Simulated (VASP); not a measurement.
# Ta2N (P-3m1) in VASP: a series of runs, part 2 of 2

VASP 6.6.1.

### Step 5. Single point, r2SCAN

This run uses another cell than the first one, of 14.44 Å³/atom.

The input, POSCAR:

```
Ta2N
1.0
    3.1739135059      0.0000000000      0.0000000000
   -1.5869567530      2.7486897255      0.0000000000
    0.0000000000      0.0000000000      4.9653523268
Ta N
2 1
Direct
    0.3333333333      0.6666666667      0.2547110000
    0.6666666667      0.3333333333      0.7452890000
    0.0000000000      0.0000000000      0.0000000000
```

The input, INCAR.step1:

```
PREC = Accurate ; ENCUT = 660
ISMEAR = -1 ; SIGMA = 0.05
LREAL = F ; LASPH = T
NELM = 120 ; NBANDS = 22
GGA = PE ; ALGO = Normal
EDIFF = 1E-5 ; LWAVE = T
LCHARG = F ; GGA_COMPAT = F
```

The input, INCAR.step2:

```
PREC = Accurate ; ENCUT = 660
EDIFF = 1E-6 ; ISMEAR = -1
SIGMA = 0.05 ; LREAL = F
LASPH = T ; NELM = 120
ALGO = Normal ; ISIF = 2
LWAVE = F ; LCHARG = F
METAGGA = R2SCAN ; LMIXTAU = T
NBANDS = 22 ; ISTART = 1
GGA_COMPAT = F
```

The input, KPOINTS:

```
regular mesh
0
Gamma
  10 10 6
```

Run with:

```sh
> cat potpaw_PBE.64/Ta_sv_GW/POTCAR potpaw_PBE.64/N/POTCAR > POTCAR
> cp INCAR.step1 INCAR
> mpirun -np 1 vasp_std > vasp.out
> cp INCAR.step2 INCAR
> mpirun -np 1 vasp_std > vasp.out
```

Run time: 3.9 min. Hardware: 1 thread of Intel Xeon Platinum 8559C (Emerald Rapids), shared host; peak memory 0.25 GiB.

Results (log left out):

```
Free energy            : -113.8863 eV
Pressure               : -19.7 GPa
Largest force          : 0.159 eV/Å
Band gap on the k mesh : zero (an odd number of electrons rules out a gap without spin polarisation)
```

Forces on the atoms (eV/Å):
```
Ta   0.000  0.000 -0.159
Ta   0.000  0.000  0.159
N    0.000  0.000  0.000
```

Stress tensor (GPa, compression positive):
```
-20.48   0.00   0.00
  0.00 -20.48   0.00
  0.00   0.00 -18.23
```

Levels at points of the mesh, in eV from the Fermi level:
| k point | band 13 | band 14 | band 15 | band 16 | band 17 | band 18 |
| --- | --- | --- | --- | --- | --- | --- |
| (0.00, 0.00, 0.00) | -5.41 | -0.58 | -0.19 | -0.19 | 0.17 | 0.31 |
| (0.50, 0.00, 0.00) | -4.40 | -2.84 | -1.65 | 1.67 | 1.78 | 3.53 |
| (0.00, 0.00, 0.50) | -2.93 | -2.87 | -1.02 | -1.02 | 1.67 | 1.74 |
| (0.50, 0.00, 0.50) | -3.25 | -2.43 | -2.25 | -0.35 | 0.66 | 3.13 |

Caveat: the cell stands under tension; the PAW data sets were made with another functional, which shifts forces and pressure a little; spin-orbit coupling is left out, which moves the levels of the heavy elements.

### Step 6. Single point, PBE+D3(BJ)

This run uses another cell than the first one, of 13.24 Å³/atom.

The input, INCAR:

```
SYSTEM = Ta2N
ALGO = Normal
EDIFF = 1E-7
ENCUT = 520
GGA = PE
ISIF = 2
ISMEAR = -1
IVDW = 12
LASPH = .TRUE.
LCHARG = .FALSE.
LREAL = .FALSE.
LWAVE = .FALSE.
NBANDS = 20
NELM = 100
PREC = Accurate
SIGMA = 0.05
```

The input, KPOINTS:

```
k-points
0
G
  10 10 6
  0 0 0
```

The input, POSCAR:

```
Ta2N
1.0
    3.0712410296      0.0000000000      0.0000000000
   -1.5356205148      2.6597727528      0.0000000000
    0.0000000000      0.0000000000      4.8618310960
Ta N
2 1
Direct
    0.3333333333      0.6666666667      0.2565704603
    0.6666666667      0.3333333333      0.7434295397
    0.0000000000      0.0000000000      0.0000000000
```

Potentials or basis: VASP PAW PBE potentials, release 64 (Ta_pv, N).

Run with:

```sh
> cat potpaw_PBE.64/Ta_pv/POTCAR potpaw_PBE.64/N/POTCAR > POTCAR
> mpirun -np 1 vasp_std > vasp.out
```

OUTCAR:

```text
SYSTEM = Ta2N
   EDIFF = 1E-7
   ENCUT = 520
   GGA = PE
   ISIF = 2
   ISMEAR = -1
   IVDW = 12
   LASPH = .TRUE.
   LREAL = .FALSE.
   NELM = 100
   PREC = Accurate
 IVDW          = 12

 ion  position               nearest neighbor table
   1  0.333  0.667  0.257-   3 2.17   3 2.17   3 2.17   2 2.96   2 2.96   2 2.96   2 3.06   2 3.06
                             2 3.06
   2  0.667  0.333  0.743-   3 2.17   3 2.17   3 2.17   1 2.96   1 2.96   1 2.96   1 3.06   1 3.06
                             1 3.06
   3  0.000  0.000  0.000-   1 2.17   2 2.17   2 2.17   1 2.17   2 2.17   1 2.17

[... 753 lines left out ...]
  FORCE on cell =-STRESS in cart. coord.  units (eV):
  Direction    XX          YY          ZZ          XY          YZ          ZX
  --------------------------------------------------------------------------------------
  -------------------------------------------------------------------------------------
  Total       0.12787     0.12787     0.10645     0.00000     0.00000     0.00000
  in kB       5.15842     5.15842     4.29421     0.00000     0.00000     0.00000
  external pressure =        4.87 kB  Pullay stress =        0.00 kB

 VOLUME and BASIS-vectors are now :
 -----------------------------------------------------------------------------
  energy-cutoff  :      520.00
  volume of cell :       39.72
      direct lattice vectors                 reciprocal lattice vectors
     3.071241030  0.000000000  0.000000000     0.325601277  0.187985985  0.000000000
    -1.535620515  2.659772753  0.000000000     0.000000000  0.375971969  0.000000000
     0.000000000  0.000000000  4.861831096     0.000000000  0.000000000  0.205683822

 POSITION                                       TOTAL-FORCE (eV/Angst)
 -----------------------------------------------------------------------------------
     -0.00000      1.77318      1.24740         0.000000      0.000000      0.050945
      1.53562      0.88659      3.61443        -0.000000     -0.000000     -0.050945
      0.00000      0.00000      0.00000         0.000000      0.000000      0.000000
 -----------------------------------------------------------------------------------
    total drift:                                0.000000     -0.000000     -0.000000

  FREE ENERGIE OF THE ION-ELECTRON SYSTEM (eV)
  ---------------------------------------------------
  free  energy   TOTEN  =       -35.9520138772 eV

  energy  without entropy=      -35.9400924524  energy(sigma->0) =      -35.94605316
```

stdout:

```text
POSCAR found type information on POSCAR TaN
 POSCAR found :  2 types and       3 ions
 scaLAPACK will be used
 LDA part: xc-table for (Slater+PW92), standard interpolation
 POSCAR, INCAR and KPOINTS ok, starting setup
 FFT: planning ... GRIDC
 FFT: planning ... GRID_SOFT
 FFT: planning ... GRID
 WAVECAR not read
 entering main loop
```

It took 18 s on 1 thread of Intel Xeon 6975P-C (Granite Rapids), shared host; peak memory 0.2 GiB.

Results:

```yaml
Free_energy: -35.9520 eV
Pressure: 0.5 GPa
Largest_force: 0.051 eV/Å
Band_gap_on_the_k_mesh: zero (an odd number of electrons rules out a gap without spin polarisation)
Dispersion_energy_per_atom: -0.530 eV
```

Forces in eV/Å, atoms in the order of the input:
```
Ta   0.000  0.000  0.051
Ta   0.000  0.000 -0.051
N    0.000  0.000  0.000
```

Caveat: spin-orbit coupling is left out, which moves the levels of the heavy elements.

### Step 7. Overview

| level | potentials or basis | cell | cutoff (eV) | gap on the mesh (eV) | pressure (GPa) | largest force (eV/Å) |
| --- | --- | --- | --- | --- | --- | --- |
| r2SCAN | VASP PAW PBE potentials, release 64 (Ta_sv_GW, N) | a = 3.154, b = 3.154, c = 4.934 Å, angles 90.0, 90.0, 120.0°, 3 atoms | 660 | none | -15.5 | 0.07 |
| r2SCAN | VASP PAW PBE potentials, release 64 (Ta_sv_GW, N) | a = 3.071, b = 3.071, c = 4.804 Å, angles 90.0, 90.0, 120.0°, 3 atoms | 660 | none | 6.9 | 0.40 |
| r2SCAN | VASP PAW PBE potentials, release 64 (Ta_sv_GW, N) | a = 3.049, b = 3.049, c = 4.770 Å, angles 90.0, 90.0, 120.0°, 3 atoms | 660 | none | 14.2 | 0.55 |
| r2SCAN | VASP PAW PBE potentials, release 64 (Ta_sv_GW, N) | a = 3.174, b = 3.174, c = 4.965 Å, angles 90.0, 90.0, 120.0°, 3 atoms | 660 | none | -19.7 | 0.16 |
| PBE+D3(BJ) | VASP PAW PBE potentials, release 64 (Ta_pv, N) | a = 3.071, b = 3.071, c = 4.862 Å, angles 90.0, 90.0, 120.0°, 3 atoms | 520 | none | 0.5 | 0.05 |

Alike in all rows: task single point; no spin polarisation; k mesh 10 × 10 × 6; smearing fermi-dirac 0.05 eV.

Caveats: spin-orbit coupling is left out, which moves the levels of the heavy elements; the PAW data sets were made with another functional, which shifts forces and pressure a little (at least some runs); the cell stands under tension (at least some runs); the cell stands under pressure (at least some runs).

Total energies depend on the potentials used, so only differences within one code and one set of settings carry meaning.
